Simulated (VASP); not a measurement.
Wanted: the native input for a VASP 6.6.1 run.

```yaml
Task: single point
Functional: PBEsol
Potentials_or_basis: VASP PAW PBE potentials, release 64 (Os)
Cutoff: 520 eV
k_mesh: 7 × 7 × 7
Occupations: gaussian, width 0.15 eV
Spin: no spin polarisation
Dipole_correction: no
k_mesh_for_the_DOS: 11 × 11 × 11
Occupations_for_the_DOS: tetrahedron
Further_INCAR_settings: ALGO = Normal; EDIFF = 1e-06; NBANDS = 10
```

The system is Os.

```
Os
1.0
     0.00000    1.94500    1.94500
     1.94500    0.00000    1.94500
     1.94500    1.94500    0.00000
Os
1
Cartesian
  0.0000 0.0000 0.0000
```

This isn't the form of Os at room conditions, which is hcp.

These files were run (other wordings do the same):

POSCAR

```
Os
1.0
    0.0000000000      1.9450000000      1.9450000000
    1.9450000000      0.0000000000      1.9450000000
    1.9450000000      1.9450000000      0.0000000000
Os
1
Direct
    0.0000000000      0.0000000000      0.0000000000
```

INCAR.step1

```
  PREC = Accurate
  ENCUT = 520
  EDIFF = 1E-6
  ISMEAR = 0
  SIGMA = 0.15
  LREAL = F
  LASPH = T
  NELM = 60
  ALGO = Normal
  ISIF = 2
  LWAVE = F
  LCHARG = T
  LMAXMIX = 4
  GGA = PS
  NBANDS = 10
```

KPOINTS.step1

```
regular mesh
0
Gamma
  7 7 7
```

INCAR.step2

```
  PREC = Accurate
  ENCUT = 520
  EDIFF = 1E-6
  ISMEAR = -5
  SIGMA = 0.15
  LREAL = F
  LASPH = T
  NELM = 60
  ALGO = Normal
  ISIF = 2
  LWAVE = F
  LCHARG = F
  LMAXMIX = 4
  GGA = PS
  LORBIT = 11
  NBANDS = 10
  NEDOS = 2001
  ICHARG = 11
```

KPOINTS.step2

```
regular mesh
0
Gamma
  11 11 11
```

Potentials or basis: VASP PAW PBE potentials, release 64 (Os).

Launch:

```bash
$ cat potpaw_PBE.64/Os/POTCAR > POTCAR
$ cp INCAR.step1 INCAR
$ cp KPOINTS.step1 KPOINTS
$ mpirun -np 1 vasp_std > vasp.out
$ cp INCAR.step2 INCAR
$ cp KPOINTS.step2 KPOINTS
$ mpirun -np 1 vasp_std > vasp.out
```

Results of the run:

```yaml
Valence_electrons_inside_the_program's_atomic_spheres: Os 7.30
```

Caveat: the k points lie up to 0.40 Å⁻¹ apart.

Wall time 9.2 s on 1 thread of Intel(R) Xeon(R) Platinum 8488C (Sapphire Rapids) (shared host), peak memory 0.12 GiB.
